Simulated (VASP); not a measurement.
Write the native input for VASP 6.6.1 that does the following.

```
Task                   : single point
Functional             : LDA
Potentials or basis    : VASP PAW LDA potentials, release 64 (Mg)
Cutoff                 : 520 eV
k mesh                 : 10 × 10 × 5
Occupations            : fermi-dirac, width 0.05 eV
Spin                   : no spin polarisation
Dipole correction      : no
Further INCAR settings : ALGO = Normal; EDIFF = 1e-06; NBANDS = 9
```

The structure of Mg lies in POSCAR:

```
Mg
1.0
    3.2093000000      0.0000000000      0.0000000000
   -1.6046500000      2.7793353284      0.0000000000
    0.0000000000      0.0000000000      5.2103000000
Mg
2
Direct
    0.6666666667      0.3333333333      0.7500000000
    0.3333333333      0.6666666667      0.2500000000
```

The input as run:

INCAR

```
ALGO = Normal
EDIFF = 1E-6
ENCUT = 520
ISIF = 2
ISMEAR = -1
LASPH = True
LCHARG = False
LREAL = False
LWAVE = False
NBANDS = 9
NELM = 100
PREC = Accurate
SIGMA = 0.05
```

KPOINTS

```
k-points
0
Gamma
  10 10 5
```

Potentials or basis: VASP PAW LDA potentials, release 64 (Mg).

Launch:

```sh
$ cat potpaw_LDA.64/Mg/POTCAR > POTCAR
$ mpirun -np 1 vasp_std > vasp.out
```

Results of the run:

```json
{
  "Pressure": "-2.7 GPa",
  "Band gap on the k mesh": "zero (band 2 reaches 3.10 eV, above the bottom of band 3 at 1.13 eV)"
}
```

It took 12 s on 1 thread of Intel(R) Xeon(R) Platinum 8375C CPU @ 2.90GHz (Ice Lake) (shared host), peak memory 0.14 GiB.
